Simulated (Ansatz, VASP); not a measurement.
## AlRu: VASP beside Ansatz

Contents of INCAR:

```
  PREC = Accurate
  ENCUT = 520
  EDIFF = 1E-6
  ISMEAR = 0
  SIGMA = 0.1
  LREAL = False
  LASPH = True
  NELM = 100
  ALGO = Normal
  ISIF = 2
  LWAVE = False
  LCHARG = True
  GGA = PE
  LELF = True
  LVHAR = True
  NBANDS = 16
```

KPOINTS

```
Automatic mesh
0
Gamma
  14 14 14
```

Contents of POSCAR:

```
AlRu
1.0
    3.0943021601      0.0000000000      0.0000000000
    0.0000000000      3.0943021601      0.0000000000
    0.0000000000      0.0000000000      3.0943021601
Al Ru
1 1
Direct
    0.0000000000      0.0000000000      0.0000000000
    0.5000000000      0.5000000000      0.5000000000
```

Input for Ansatz:

```yaml
crystal:
  lattice:
    - [3.0943021601, 0.0, 0.0]
    - [0.0, 3.0943021601, 0.0]
    - [0.0, 0.0, 3.0943021601]
  atoms:
    - { symbol: Al, position: [0.0, 0.0, 0.0] }
    - { symbol: Ru, position: [0.5, 0.5, 0.5] }
basis:
  ecutwfc: 420
kpoints:
  mp_grid: { grid: [14, 14, 14] }
hamiltonian:
  xc: pbe
scf:
  occupations: { method: gaussian, width: 0.1 }
output:
  forces: true
  stress: true
  eigenvalues: true
```

Change from the starting cell: equal strain along all axes, cell held, atoms relaxed: +3.0 %.

Alike in both runs: task single point; functional PBE; k mesh 14 × 14 × 14; occupations gaussian, width 0.1 eV; no spin polarisation.

|  | VASP | Ansatz |
| --- | --- | --- |
| version | VASP 6.6.1 | Ansatz 0.2.0 |
| potentials or method | VASP PAW PBE potentials, release 64 (Al, Ru_pv), cutoff 520 eV | scalar-relativistic, plane waves, PAW |
| valence electrons in the cell | 17 | 19 |

|  | VASP | Ansatz | Ansatz less VASP |
| --- | --- | --- | --- |
| gap on the k mesh at the Fermi level (eV) | none | none | - |
| pressure (GPa) | -14.9 | -14.8 | +0.05 |

A gap of «none» marks a metal or a gap that the smearing closes. With one functional, cell and mesh, what is left measures potentials, basis and numerics. VASP's potentials hold 17 valence electrons a cell and Ansatz's 19, so a difference there can come from the potentials and not from the codes.
